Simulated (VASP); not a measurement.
Input of a VASP 6.6.1 run:

INCAR

```
SYSTEM = Cs
  PREC = Accurate
  ENCUT = 600
  EDIFF = 1E-6
  ISMEAR = 0
  SIGMA = 0.1
  LREAL = .False.
  LASPH = .True.
  NELM = 100
  ALGO = Fast
  ISIF = 3
  LWAVE = .False.
  LCHARG = .False.
  GGA = PS
  IBRION = 2
  NSW = 100
  EDIFFG = -0.01
```

Contents of KPOINTS:

```
regular mesh
0
Gamma
  12 12 6
  0 0 0
```

Contents of POSCAR:

```
Cs
1.0
    5.3683973016      0.0000000000      0.0000000000
   -2.6841986508      4.6491684408      0.0000000000
    0.0000000000      0.0000000000      8.7733990654
Cs
2
Direct
    0.3333333333      0.6666666667      0.2500000000
    0.6666666667      0.3333333333      0.7500000000
```

Potentials or basis: VASP PAW PBE potentials, release 64 (Cs_sv).

Run with:

```sh
$ cat potpaw_PBE.64/Cs_sv/POTCAR > POTCAR
$ mpirun -np 1 vasp_std > vasp.out
```

**Question.** Estimate the space group after relaxing (to 0.1 Å).

**Answer.** P6_3/mmc (No. 194).

**Question.** Predict the relaxed volume.

**Answer.** 108.84 Å³/atom.

**Question.** Estimate the band gap on the k mesh.

**Answer.** Zero (bands 9 and 10 overlap by 1.88 eV).

**Question.** What does it give for the relaxed cell?

**Answer.** a = 5.370 Å, b = 5.370 Å, c = 8.718 Å, α = 90.00°, β = 90.00°, γ = 120.00°.

Final structure:
```
CELL_PARAMETERS angstrom
5.36963 0.00000 0.00000
-2.68481 4.65023 0.00000
0.00000 0.00000 8.71797
ATOMIC_POSITIONS crystal
Cs 0.33333 0.66667 0.25000
Cs 0.66667 0.33333 0.75000
```

Caveat: the PAW data sets were made with another functional, which shifts forces and pressure a little; spin-orbit coupling is left out, which moves the levels of the heavy elements.
